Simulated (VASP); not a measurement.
Input of a VASP 6.6.1 run:

File INCAR:

```
  PREC = Accurate
  ENCUT = 500
  EDIFF = 1E-6
  ISMEAR = 0
  SIGMA = 0.1
  LREAL = F
  LASPH = T
  NELM = 120
  ALGO = Normal
  ISIF = 2
  LWAVE = F
  LCHARG = F
  GGA = PE
  NBANDS = 12
  GGA_COMPAT = F
```

File KPOINTS:

```
Automatic mesh
0
Gamma
  9 9 14
```

File POSCAR:

```
Al
1.0
    4.6804060413      0.0000000000     -0.0334105110
   -2.3402030206      4.0534538026      0.0167052555
   -1.5779489349      0.0000000000      2.4693831664
Al
3
Direct
    0.3333333333      0.6666666667      0.0000000000
    0.0000000000      0.0000000000      0.0000000000
    0.6666666667      0.3333333333      0.0000000000
```

Potentials or basis: VASP PAW PBE potentials, release 64 (Al).

The run is started by

```bash
$ cat potpaw_PBE.64/Al/POTCAR > POTCAR
$ mpirun -np 1 vasp_std > vasp.out
```

Q: Estimate the pressure.

A: 6.8 GPa.

Stress tensor (GPa, compression positive):
```
10.11  0.00 -0.09
 0.00 10.40  0.00
-0.09  0.00 -0.05
```
